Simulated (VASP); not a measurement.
Set up this calculation in VASP 6.6.1, as the native input.

| Item | Value |
| --- | --- |
| Task | relaxation of cell and atoms |
| Functional | PBE |
| Potentials or basis | VASP PAW PBE potentials, release 64 (Cu, H) |
| Cutoff | 600 eV |
| k mesh | 6 × 6 × 6 |
| Occupations | gaussian, width 0.1 eV |
| Spin | no spin polarisation |
| Dipole correction | no |
| Further INCAR settings | ALGO = Normal; EDIFF = 1e-06; IBRION = 2; EDIFFG = -0.04; NSW = 90; ISIF = 3 |

The structure of Cu2H3 lies in POSCAR:

```
Cu2H3
1.0
    2.4835747900      1.4338925700      2.0055742700
   -2.4835747900      1.4338925700      2.0055742700
    0.0000000000     -2.8677851400      2.0055742700
Cu H
2 3
Direct
    0.2599999900      0.2599999900      0.2599999900
    0.7400000100      0.7400000100      0.7400000100
    0.0000000000      0.2500000000      0.7500000000
    0.7500000000      0.0000000000      0.2500000000
    0.2500000000      0.7500000000      0.0000000000
```

The cell was generated, and may not be a known phase.

The input as run:

INCAR

```
ALGO = Normal ; EDIFF = 1E-6
EDIFFG = -0.04 ; ENCUT = 600
GGA = PE ; IBRION = 2
ISIF = 3 ; ISMEAR = 0
LASPH = True ; LCHARG = False
LREAL = False ; LWAVE = False
NELM = 100 ; NSW = 90
PREC = Accurate ; SIGMA = 0.1
```

KPOINTS

```
k-points
0
Gamma
  6 6 6
```

Potentials or basis: VASP PAW PBE potentials, release 64 (Cu, H).

Launch:

```sh
$ cat potpaw_PBE.64/Cu/POTCAR potpaw_PBE.64/H/POTCAR > POTCAR
$ mpirun -np 1 vasp_std > vasp.out
```

Results of the run:

The relaxed volume is 7.62 Å³/atom and the relaxed cell is a = 3.399 Å, b = 3.399 Å, c = 3.399 Å, α = 81.51°, β = 81.51°, γ = 81.51°. The space group after relaxing (to 0.1 Å) is R32 (No. 155), the energy gained by relaxing is 253.9 meV/atom and the ionic steps are 14. The pressure after relaxing is -0.5 GPa and the largest force after relaxing is 0.012 eV/Å. The band gap on the k mesh is zero (an odd number of electrons rules out a gap without spin polarisation).

Run time: 2.9 min on 1 thread of Intel(R) Xeon(R) Platinum 8488C (Sapphire Rapids), with other jobs on the host, peak memory 0.17 GiB.
